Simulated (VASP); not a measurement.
Set up this calculation in VASP 6.6.1, as the native input.

```
Task                   : single point
Functional             : PBE
Potentials or basis    : VASP PAW PBE potentials, release 64 (Ge_d, Te, Pt)
Cutoff                 : 520 eV
k mesh                 : 6 × 6 × 2
Occupations            : gaussian, width 0.1 eV
Spin                   : no spin polarisation
Dipole correction      : no
Further INCAR settings : ALGO = Normal; EDIFF = 1e-06; NBANDS = 41
```

The structure of Ge3Te2Pt lies in POSCAR:

```
Ge3Te2Pt
1.0
    3.6632596200      0.0000000000      0.0000000000
    0.0000000000      3.6632596200      0.0000000000
    0.0000000000      0.0000000000     12.2455718100
Ge Te Pt
3 2 1
Direct
    0.0000000000      0.0000000000      0.0000000000
    0.0000000000      0.0000000000      0.7145522800
    0.0000000000      0.0000000000      0.2854477200
    0.5000000000      0.5000000000      0.8473602500
    0.5000000000      0.5000000000      0.1526397500
    0.5000000000      0.5000000000      0.5000000000
```

The cell was generated, and may not be a known phase.

These files were run (other wordings do the same):

INCAR

```
SYSTEM = Ge3Te2Pt
PREC     = Accurate       ! precision mode
ENCUT    = 520            ! plane-wave cutoff, eV
EDIFF    = 1E-6           ! SCF threshold, eV
ISMEAR   = 0              ! smearing method
SIGMA    = 0.1            ! smearing width, eV
LREAL    = .False.        ! projectors in reciprocal space
LASPH    = .True.         ! aspherical terms in the spheres
NELM     = 100            ! most SCF steps
ALGO     = Normal         ! electronic algorithm
ISIF     = 2              ! what is computed and relaxed
LWAVE    = .False.        ! write WAVECAR
LCHARG   = .True.         ! write CHGCAR
GGA      = PE             ! functional
LELF     = .True.         ! ELF
LVHAR    = .True.       
NBANDS   = 41             ! bands
```

KPOINTS

```
regular mesh
0
Gamma
  6 6 2
  0 0 0
```

Potentials or basis: VASP PAW PBE potentials, release 64 (Ge_d, Te, Pt).

The run is started by

```console
$ cat potpaw_PBE.64/Ge_d/POTCAR potpaw_PBE.64/Te/POTCAR potpaw_PBE.64/Pt/POTCAR > POTCAR
$ mpirun -np 1 vasp_std > vasp.out
```

It gave:

```yaml
Pressure: -4.7 GPa
Largest_force: 0.917 eV/Å
Band_gap_on_the_k_mesh: zero (bands 32 and 33 overlap by 0.94 eV)
```

Caveat: the cell stands under tension; spin-orbit coupling is left out, which moves the levels of the heavy elements.

Wall time 75 s on 1 thread of AMD EPYC 9R45 96-Core Processor (Zen 5) (shared host), peak memory 0.3 GiB.
